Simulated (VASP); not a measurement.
Set up this calculation in VASP 6.6.1, as the native input.

| Item | Value |
| --- | --- |
| Task | single point |
| Functional | r2SCAN |
| Potentials or basis | VASP PAW PBE potentials, release 64 (K_sv) |
| Cutoff | 520 eV |
| k mesh | 10 × 10 × 6 |
| Occupations | gaussian, width 0.05 eV |
| Spin | no spin polarisation |
| Dipole correction | no |
| Further INCAR settings | ALGO = Normal; EDIFF = 1e-06; NBANDS = 16 |

K:

```xyz
2
Lattice="4.6591 0.0000 0.0000 -2.3295 4.0349 0.0000 0.0000 0.0000 7.6098" Properties=species:S:1:pos:R:3 pbc="T T T"
K     0.0000    2.6899    5.7074
K     2.3295    1.3450    1.9025
```

This isn't the form of K at room conditions, which is bcc.

The input as run:

POSCAR

```
K
1.0
    4.6590760777      0.0000000000      0.0000000000
   -2.3295380388      4.0348782414      0.0000000000
    0.0000000000      0.0000000000      7.6098242602
K
2
Direct
    0.3333333333      0.6666666667      0.7500000000
    0.6666666667      0.3333333333      0.2500000000
```

INCAR.step1

```
SYSTEM = K
PREC = Accurate ; ENCUT = 520
ISMEAR = 0 ; SIGMA = 0.05
LREAL = .False. ; LASPH = .True.
NELM = 100 ; NBANDS = 16
GGA = PE ; ALGO = Normal
EDIFF = 1E-4 ; LWAVE = .True.
LCHARG = .False.
```

INCAR.step2

```
SYSTEM = K
PREC = Accurate ; ENCUT = 520
EDIFF = 1E-6 ; ISMEAR = 0
SIGMA = 0.05 ; LREAL = .False.
LASPH = .True. ; NELM = 100
ALGO = Normal ; ISIF = 2
LWAVE = .False. ; LCHARG = .False.
METAGGA = R2SCAN ; LMIXTAU = .True.
NBANDS = 16 ; ISTART = 1
```

KPOINTS

```
Automatic mesh
0
Gamma
  10 10 6
  0 0 0
```

Potentials or basis: VASP PAW PBE potentials, release 64 (K_sv).

The run is started by

```console
$ cat potpaw_PBE.64/K_sv/POTCAR > POTCAR
$ cp INCAR.step1 INCAR
$ mpirun -np 1 vasp_std > vasp.out
$ cp INCAR.step2 INCAR
$ mpirun -np 1 vasp_std > vasp.out
```

It gave:

The pressure is 0.3 GPa and the band gap on the k mesh is zero (bands 9 and 10 overlap by 2.51 eV).

Caveat: the PAW data sets were made with another functional, which shifts forces and pressure a little.

It took 11 min on 1 thread of Oxide Virtual Turin-like Processor, with other jobs on the host, peak memory 0.31 GiB.
